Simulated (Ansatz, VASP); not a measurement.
SrIn2Te2S2 in VASP and in Ansatz

INCAR

```
PREC = Accurate
ENCUT = 520
EDIFF = 1E-6
ISMEAR = 0
SIGMA = 0.1
LREAL = F
LASPH = T
NELM = 100
ALGO = Normal
ISIF = 2
LWAVE = F
LCHARG = T
GGA = PE
LELF = T
LVHAR = T
NBANDS = 39
```

KPOINTS

```
regular mesh
0
Gamma
  4 4 2
```

File POSCAR:

```
SrIn2Te2S2
1.0
    0.0000000000     -5.5370067980      0.0000000000
   -6.5162686975      2.7685033990     -0.0797895793
    3.3652050843      0.0000000000     -6.2935668885
Sr In Te S
1 2 2 2
Direct
    0.0000000000      0.0000000000      0.0000000000
    0.3605637453      0.7211274906      0.5042386445
    0.6394362547      0.2788725094      0.4957613555
    0.5924619295      0.1849238589      0.8497322200
    0.4075380705      0.8150761411      0.1502677800
    0.1605511827      0.3211023655      0.4616923469
    0.8394488173      0.6788976345      0.5383076531
```

Input for Ansatz:

```yaml
crystal:
  lattice:
    - [0.0, -5.537006798, 0.0]
    - [-6.5162686975, 2.768503399, -0.0797895793]
    - [3.3652050843, 0.0, -6.2935668885]
  atoms:
    - { symbol: Sr, position: [0.0, 0.0, 0.0] }
    - { symbol: In, position: [0.3605637453, 0.7211274906, 0.5042386445] }
    - { symbol: In, position: [0.6394362547, 0.2788725094, 0.4957613555] }
    - { symbol: Te, position: [0.5924619295, 0.1849238589, 0.84973222] }
    - { symbol: Te, position: [0.4075380705, 0.8150761411, 0.15026778] }
    - { symbol: S, position: [0.1605511827, 0.3211023655, 0.4616923469] }
    - { symbol: S, position: [0.8394488173, 0.6788976345, 0.5383076531] }
basis:
  ecutwfc: 420
kpoints:
  mp_grid: { grid: [4, 4, 2] }
hamiltonian:
  xc: pbe
scf:
  occupations: { method: gaussian, width: 0.1 }
  lower_state_search: "off"
output:
  forces: true
  stress: true
  eigenvalues: true
```

Alike in both runs: task single point; functional PBE; k mesh 4 × 4 × 2; occupations gaussian, width 0.1 eV; no spin polarisation.

```csv
,VASP,Ansatz
version,VASP 6.6.1,Ansatz 0.2.0
potentials or method,"VASP PAW PBE potentials, release 64 (Sr_sv, In_d, Te, S), cutoff 520 eV","scalar-relativistic, plane waves, PAW"
valence electrons in the cell,60,80
```

```tsv
	VASP	Ansatz	Ansatz less VASP
gap on the k mesh at the Fermi level (eV)	1.32	1.33	+0.004
least direct gap on the mesh (eV)	1.66	1.66	+0.004
pressure (GPa)	0.0	0.0	-0.02
traceless stress, the component that is largest in VASP (GPa)	-0.12	-0.08	+0.042
rms of the force components (eV/Å)	0.024	0.025	+0.0012
```

Atom by atom the forces differ by 0.007 eV/Å (rms over components). With one functional, cell and mesh, what is left measures potentials, basis and numerics. VASP's potentials hold 60 valence electrons a cell and Ansatz's 80, so a difference there can come from the potentials and not from the codes.

The k mesh is coarse, so the values compare programs but aren't converged. Spin-orbit coupling is off throughout.
